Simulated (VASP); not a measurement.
# AgCl (Fm-3m) in VASP: notebook

AgCl is run at these levels: PBEsol; tasks: single point.

Program: VASP 6.6.1. These are calculated values, not measurements. Logs are shortened: lines on timing, memory, paths and dates and some standing lists are left out, and cuts for length are marked.

## 1. The cell of the first run

The structure is cubic, space group Fm-3m (No. 225). Conventional cell: a = 5.546 Å, b = 5.546 Å, c = 5.546 Å, α = 90.00°, β = 90.00°, γ = 90.00°. Ag (site symmetry m-3m) has 6 Cl at 2.77 Å within 3.7 Å. Within 3.7 Å of Cl (site symmetry m-3m) lie 6 Ag at 2.77 Å.

## 2. Single point, PBEsol

Contents of INCAR:

```
ALGO = Normal
EDIFF = 1E-7
ENCUT = 520
GGA = PS
ISIF = 2
ISMEAR = 0
LASPH = True
LCHARG = False
LREAL = False
LWAVE = False
NBANDS = 16
NELM = 100
PREC = Accurate
SIGMA = 0.05
```

Contents of KPOINTS:

```
k-points
0
Gamma
  10 10 10
```

Contents of POSCAR:

```
AgCl
1.0
    0.0000000000      2.7731489427      2.7731489427
    2.7731489427      0.0000000000      2.7731489427
    2.7731489427      2.7731489427      0.0000000000
Ag Cl
1 1
Direct
    0.5000000000      0.5000000000      0.5000000000
    0.0000000000      0.0000000000      0.0000000000
```

Potentials or basis: VASP PAW PBE potentials, release 64 (Ag, Cl).

The run is started by

```console
cat potpaw_PBE.64/Ag/POTCAR potpaw_PBE.64/Cl/POTCAR > POTCAR
mpirun -np 1 vasp_std > vasp.out
```

OUTCAR:

```text
EDIFF = 1E-7
   ENCUT = 520
   GGA = PS
   ISIF = 2
   ISMEAR = 0
   LASPH = True
   LREAL = False
   NELM = 100
   PREC = Accurate

 ion  position               nearest neighbor table
   1  0.500  0.500  0.500-   2 2.77   2 2.77   2 2.77   2 2.77   2 2.77   2 2.77
   2  0.000  0.000  0.000-   1 2.77   1 2.77   1 2.77   1 2.77   1 2.77   1 2.77

  LATTYP: Found a face centered cubic cell.
 ALAT       =     5.5462978854

  Lattice vectors:

 A1 = (   0.0000000000,   2.7731489427,   2.7731489427)
 A2 = (   2.7731489427,   0.0000000000,   2.7731489427)
 A3 = (   2.7731489427,   2.7731489427,   0.0000000000)

Analysis of symmetry for initial positions (statically):
=====================================================================
 Subroutine PRICEL returns:
 Original cell was already a primitive cell.

 Routine SETGRP: Setting up the symmetry group for a
 face centered cubic supercell.

 Subroutine GETGRP returns: Found 48 space group operations
 (whereof 48 operations were pure point group operations)
 out of a pool of 48 trial point group operations.

The static configuration has the point symmetry O_h .

Analysis of symmetry for dynamics (positions and initial velocities):
=====================================================================
 Subroutine PRICEL returns:
 Original cell was already a primitive cell.

 Routine SETGRP: Setting up the symmetry group for a
 face centered cubic supercell.

 Subroutine GETGRP returns: Found 48 space group operations
 (whereof 48 operations were pure point group operations)
 out of a pool of 48 trial point group operations.

The dynamic configuration has the point symmetry O_h .

 Subroutine INISYM returns: Found 48 space group operations
 (whereof 48 operations are pure point group operations),
 and found     1 'primitive' translations

----------------------------------------------------------------------------------------

                                     Primitive cell

  volume of cell :      42.6530

  direct lattice vectors                    reciprocal lattice vectors
     0.000000000  2.773148943  2.773148943    -0.180300449  0.180300449  0.180300449
     2.773148943  0.000000000  2.773148943     0.180300449 -0.180300449  0.180300449
     2.773148943  2.773148943  0.000000000     0.180300449  0.180300449 -0.180300449

  length of vectors
     3.921824845  3.921824845  3.921824845     0.312289539  0.312289539  0.312289539

  position of ions in fractional coordinates (direct lattice)
     0.500000000  0.500000000  0.500000000
     0.000000000  0.000000000  0.000000000

  ion indices of the primitive-cell ions
   primitive index   ion index
                 1           1
                 2           2

----------------------------------------------------------------------------------------

 KPOINTS: k-points

Automatic generation of k-mesh.
 Grid dimensions read from file:
 generate k-points for:   10   10   10

 Generating k-lattice:

  Cartesian coordinates                     Fractional coordinates (reciprocal lattice)
    -0.018030045  0.018030045  0.018030045     0.100000000  0.000000000  0.000000000
     0.018030045 -0.018030045  0.018030045     0.000000000  0.100000000  0.000000000
     0.018030045  0.018030045 -0.018030045     0.000000000  0.000000000  0.100000000

  Length of vectors
     0.031228954  0.031228954  0.031228954

  Shift w.r.t. Gamma in fractional coordinates (k-lattice)
     0.000000000  0.000000000  0.000000000

 Subroutine IBZKPT returns following result:
 ===========================================

 Found     47 irreducible k-points:

 Following reciprocal coordinates:
            Coordinates               Weight
  0.000000  0.000000  0.000000      1.000000
  0.100000  0.000000  0.000000      8.000000
  0.200000  0.000000  0.000000      8.000000
  0.300000  0.000000  0.000000      8.000000
  0.400000  0.000000  0.000000      8.000000
  0.500000  0.000000  0.000000      4.000000
[... 16 lines left out ...]
  0.300000  0.300000  0.000000      6.000000
  0.400000  0.300000  0.000000     24.000000
 [... further k-points ...]
   k-points           NKPTS =     47   k-points in BZ     NKDIM =     47   number of bands    NBANDS=     16
   number of dos      NEDOS =    301   number of ions     NIONS =      2
   total plane-waves  NPLWV =  27000
   dimension x,y,z NGX =    30 NGY =   30 NGZ =   30
   dimension x,y,z NGXF=    60 NGYF=   60 NGZF=   60
   ions per type =               1   1
   NGX,Y,Z   is equivalent  to a cutoff of  12.72, 12.72, 12.72 a.u.
   NGXF,Y,Z  is equivalent  to a cutoff of  25.43, 25.43, 25.43 a.u.
 SYSTEM =  unknown system
   PREC   = accura    normal or accurate (medium, high low for compatibility)
   ISTART =      0    job   : 0-new  1-cont  2-samecut
   ICHARG =      2    charge: 1-file 2-atom 10-const
   ISPIN  =      1    spin polarized calculation?
   LNONCOLLINEAR =      F non collinear calculations
   LSORBIT =      F    spin-orbit coupling
   LASPH  =      T    aspherical Exc in radial PAW
   ENCUT  =  520.0 eV  38.22 Ry    6.18 a.u.   7.29  7.29  7.29*2*pi/ulx,y,z
   NELM   =    100;   NELMIN=  2; NELMDL= -5     # of ELM steps
   EDIFF  = 0.1E-06   stopping-criterion for ELM
   LREAL  =      F    real-space projection
   EDIFFG = 0.1E-05   stopping-criterion for IOM
   NSW    =      0    number of steps for IOM
   IBRION =     -1    ionic relax: 0-MD 1-quasi-New 2-CG
   NFREE  =      0    steps in history (QN), initial steepest desc. (CG)
   ISIF   =      2    stress and relaxation
   ISYM   =      2    0-nonsym 1-usesym 2-fastsym
   POTIM  = 0.5000    time-step for ionic-motion
   TEBEG  =    0.0;   TEEND  =   0.0 temperature during run
   PSTRESS=    0.0 pullay stress
   NELECT =      18.0000    total number of electrons
   NUPDOWN=      -1.0000    fix difference up-down
   EMIN   =  10.00;   EMAX   =-10.00  energy-range for DOS
   EFERMI =   0.00;   METHOD = LEGACY
   ISMEAR =     0;   SIGMA  =   0.05  broadening in eV -4-tet -1-fermi 0-gaus
   EFERMI_NEDOS =   21; number of points for ismear=-14 and -15
   IALGO  =     38    algorithm
   IMIX   =      4    mixing-type and parameters
     AMIX     =   0.40;   BMIX     =  1.00
     AMIX_MAG =   1.60;   BMIX_MAG =  1.00
  volume/ion in A,a.u.               =      21.33       143.92
  Fermi-wavevector in a.u.,A,eV,Ry     =   1.227955  2.320499 20.515866  1.507874
  Thomas-Fermi vector in A             =   2.362899
   LORBIT       =      0    0 simple, 1 ext, 2 COOP (PROOUT), +10 PAW based schemes
   GGA     = PS    functional components
   LHFCALC =     F    Hartree Fock is set to
   AEXX    =    0.0000 exact exchange contribution
   IVDW    =     0    specifies the selected vdW correction
   LEPSILON=     F    determine dielectric tensor
   LRPA    =     F    only Hartree local field effects (RPA)
 non-spin polarized calculation
 Gauss-broadening in eV      SIGMA  =   0.05
  energy-cutoff  :      520.00
  volume of cell :       42.65
 maximum number of plane-waves:      1167
 NGX is ok and might be reduce to    30
   NGX = 15   NGY = 15   NGZ = 15

 number of electron      18.0000005 magnetization

 Free energy of the ion-electron system (eV)
  ---------------------------------------------------
  ext. energy  EPLUGINS =         0.00000000
  ---------------------------------------------------
  free energy    TOTEN  =        -6.04129337 eV

  energy without entropy =       -6.04129337  energy(sigma->0) =       -6.04129337

 E-fermi :   3.9567     XC(G=0): -10.2156

 val. band max:        3.7128039021   @ k =   0.5000   0.0000   0.0000
 cond. band min:       4.4430756246   @ k =   0.0000   0.0000   0.0000
 fundamental gap:      0.7302717225
 Fermi energy:         3.9566679708

 k-point     1 :       0.0000    0.0000    0.0000
  band No.  band energies     occupation
      1     -11.4296      2.00000
      2       1.2382      2.00000
      3       1.2382      2.00000
      4       1.2382      2.00000
      5       1.2776      2.00000
      6       1.2776      2.00000
[... 8 lines left out ...]
     15      16.8739      0.00000
     16      16.8739      0.00000

 k-point     2 :       0.1000    0.0000    0.0000
  band No.  band energies     occupation
      1     -11.3897      2.00000
      2       0.7237      2.00000
      3       0.7278      2.00000
      4       0.7278      2.00000
      5       1.2757      2.00000
      6       1.2757      2.00000
[... 8 lines left out ...]
     15      15.7942      0.00000
     16      16.2377      0.00000

 k-point     3 :       0.2000    0.0000    0.0000
  band No.  band energies     occupation
      1     -11.2821      2.00000
      2      -0.1188      2.00000
      3       0.2227      2.00000
      4       0.2227      2.00000
      5       1.3658      2.00000
      6       1.3658      2.00000
[... 8 lines left out ...]
     15      15.6682      0.00000
     16      16.1268      0.00000

 k-point     4 :       0.3000    0.0000    0.0000
  band No.  band energies     occupation
      1     -11.1424      2.00000
      2      -0.8923      2.00000
      3      -0.1603      2.00000
      4      -0.1603      2.00000
      5       1.4809      2.00000
      6       1.4809      2.00000
[... 8 lines left out ...]
     15      16.2211      0.00000
     16      16.2211      0.00000

 k-point     5 :       0.4000    0.0000    0.0000
  band No.  band energies     occupation
      1     -11.0233      2.00000
      2      -1.4201      2.00000
      3      -0.3987      2.00000
      4      -0.3987      2.00000
      5       1.5770      2.00000
      6       1.5770      2.00000
[... 8 lines left out ...]
     15      16.9672      0.00000
     16      16.9672      0.00000

 k-point     6 :       0.5000    0.0000    0.0000
  band No.  band energies     occupation
      1     -10.9763      2.00000
      2      -1.6072      2.00000
      3      -0.4796      2.00000
      4      -0.4796      2.00000
      5       1.6145      2.00000
      6       1.6145      2.00000
[... 8 lines left out ...]
     15      17.3910      0.00000
     16      17.3910      0.00000

 k-point     7 :       0.1000    0.1000    0.0000
  band No.  band energies     occupation
      1     -11.3773      2.00000
      2       0.2829      2.00000
      3       0.9528      2.00000
      4       0.9528      2.00000
      5       1.2054      2.00000
      6       1.2958      2.00000
[... 8 lines left out ...]
     15      17.0358      0.00000
     16      17.5577      0.00000

 k-point     8 :       0.2000    0.1000    0.0000
  band No.  band energies     occupation
      1     -11.2948      2.00000
      2      -0.2350      2.00000
      3       0.5089      2.00000
      4       0.5503      2.00000
      5       1.2494      2.00000
      6       1.3813      2.00000
[... 8 lines left out ...]
     15      16.8616      0.00000
     16      17.2206      0.00000

 k-point     9 :       0.3000    0.1000    0.0000
  band No.  band energies     occupation
      1     -11.1690      2.00000
      2      -0.7625      2.00000
      3      -0.0361      2.00000
      4       0.1010      2.00000
      5       1.3528      2.00000
      6       1.5014      2.00000
[... 8 lines left out ...]
     15      16.9547      0.00000
     16      17.0547      0.00000
[... 172 lines left out ...]
 k-point    19 :       0.5000    0.2000    0.0000
  band No.  band energies     occupation
      1     -10.9710      2.00000
      2      -1.1792      2.00000
      3      -0.4315      2.00000
      4      -0.2484      2.00000
      5       1.4546      2.00000
      6       1.6493      2.00000
[... 8 lines left out ...]
     15      17.7825      0.00000
     16      18.7054      0.00000

 k-point    20 :      -0.4000    0.2000    0.0000
  band No.  band energies     occupation
      1     -10.9566      2.00000
      2      -1.2525      2.00000
      3      -0.3992      2.00000
      4      -0.3991      2.00000
      5       1.5626      2.00000
      6       1.6076      2.00000
[... 8 lines left out ...]
     15      16.7804      0.00000
     16      18.5628      0.00000

 k-point    21 :      -0.3000    0.2000    0.0000
  band No.  band energies     occupation
      1     -11.0102      2.00000
      2      -1.1810      2.00000
      3      -0.4137      2.00000
      4      -0.1426      2.00000
      5       1.5218      2.00000
      6       1.5920      2.00000
[... 8 lines left out ...]
     15      17.8706      0.00000
     16      18.6049      0.00000

 k-point    22 :      -0.2000    0.2000    0.0000
  band No.  band energies     occupation
      1     -11.1087      2.00000
      2      -0.9366      2.00000
      3      -0.3005      2.00000
      4       0.1700      2.00000
      5       1.4318      2.00000
      6       1.5582      2.00000
[... 8 lines left out ...]
     15      17.7340      0.00000
     16      18.4732      0.00000

 k-point    23 :       0.3000    0.3000    0.0000
  band No.  band energies     occupation
      1     -11.0987      2.00000
      2      -0.9242      2.00000
      3       0.5943      2.00000
      4       0.5943      2.00000
      5       1.0150      2.00000
      6       1.4035      2.00000
[... 8 lines left out ...]
     15      18.3545      0.00000
     16      20.0057      0.00000

 k-point    24 :       0.4000    0.3000    0.0000
  band No.  band energies     occupation
      1     -11.0274      2.00000
      2      -0.9328      2.00000
      3       0.2705      2.00000
      4       0.3690      2.00000
      5       1.1160      2.00000
      6       1.5806      2.00000
[... 8 lines left out ...]
     15      18.6233      0.00000
     16      19.5092      0.00000

 [... further k-points ...]

------------------------ aborting loop because EDIFF is reached ----------------------------------------

  FORCE on cell =-STRESS in cart. coord.  units (eV):
  Direction    XX          YY          ZZ          XY          YZ          ZX
  --------------------------------------------------------------------------------------
  -------------------------------------------------------------------------------------
  Total       -0.7295150     -0.7295150     -0.7295150     -0.0000000     -0.0000000      0.0000000
  in kB      -27.4028174    -27.4028174    -27.4028174     -0.0000000     -0.0000000      0.0000000
  external PRESSURE =     -27.4028174 kB  Pullay stress =       0.0000000 kB

 VOLUME and BASIS-vectors are now :
 -----------------------------------------------------------------------------
  energy-cutoff  :      520.00
  volume of cell :       42.65
      direct lattice vectors                 reciprocal lattice vectors
     0.000000000  2.773148943  2.773148943    -0.180300449  0.180300449  0.180300449
     2.773148943  0.000000000  2.773148943     0.180300449 -0.180300449  0.180300449
     2.773148943  2.773148943  0.000000000     0.180300449  0.180300449 -0.180300449

 POSITION                                       TOTAL-FORCE (eV/Angst)
 -----------------------------------------------------------------------------------
      2.77315      2.77315      2.77315        -0.000000      0.000000      0.000000
      0.00000      0.00000      0.00000         0.000000     -0.000000     -0.000000
 -----------------------------------------------------------------------------------
    total drift:                                0.000000      0.000000      0.000000

  FREE ENERGIE OF THE ION-ELECTRON SYSTEM (eV)
  ---------------------------------------------------
  free  energy   TOTEN  =        -6.0412933696 eV

  energy  without entropy=       -6.0412933696  energy(sigma->0) =       -6.04129337
```

Run time: 31 s. Hardware: 1 thread of Intel Xeon Platinum 8488C (Sapphire Rapids), shared host; peak memory 0.18 GiB.

What came out:

```yaml
Free_energy: -6.0413 eV
Pressure: -2.7 GPa
Band_gap_on_the_k_mesh: 0.73 eV (least direct gap 2.97 eV)
```

Caveat: the PAW data sets were made with another functional, which shifts forces and pressure a little. A k mesh can miss the band edges.

(Part 1 of 2 ends here.)
